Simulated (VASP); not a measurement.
SrAlO4, 6 atoms in the cell. The structure is tetragonal, space group P4/mmm (No. 123). The conventional cell has a = 3.647 Å, b = 3.647 Å, c = 6.285 Å, α = 90.00°, β = 90.00°, γ = 90.00°. Within 3.4 Å of Sr (site symmetry 4/mmm) lie 6 O at 2.58 to 3.14 Å. Within 2.4 Å of Al (site symmetry 4/mmm) lie 4 O at 1.82 Å. O (site symmetry mmm) has 2 Al at 1.82 Å and 2 O at 1.82 Å within 2.4 Å. O (site symmetry 4/mmm) has 4 O at 1.82 Å within 2.4 Å. O (site symmetry 4/mmm) has 4 Sr at 2.58 Å and 2 Al at 3.14 Å within 3.4 Å. The cell was generated, and may not be a known phase.

| Property | Result |
| --- | --- |
| Program | VASP 6.6.1 |
| Task | relaxation of cell and atoms |
| Functional | PBE |
| Potentials or basis | VASP PAW PBE potentials, release 64 (Sr_sv, Al, O) |
| Cutoff | 600 eV |
| k mesh | 5 × 5 × 3 |
| Occupations | gaussian, width 0.2 eV |
| Spin | no spin polarisation |
| Dipole correction | no |
| Further INCAR settings | ALGO = Normal; EDIFF = 1e-07; IBRION = 2; EDIFFG = -0.08; NSW = 36; ISIF = 3 |

Potentials or basis: VASP PAW PBE potentials, release 64 (Sr_sv, Al, O).

The run is started by

```bash
$ cat potpaw_PBE.64/Sr_sv/POTCAR potpaw_PBE.64/Al/POTCAR potpaw_PBE.64/O/POTCAR > POTCAR
$ mpirun -np 1 vasp_std > vasp.out
```

Hardware: 1 thread of Intel Xeon 8259CL, with other jobs on the host.

**Question.** Estimate the wall time of this run.

**Answer.** It took 10 min on 1 thread of Intel Xeon 8259CL, with other jobs on the host, peak memory 0.24 GiB. Counts: scf iterations 179, k points 12, ion steps 14.
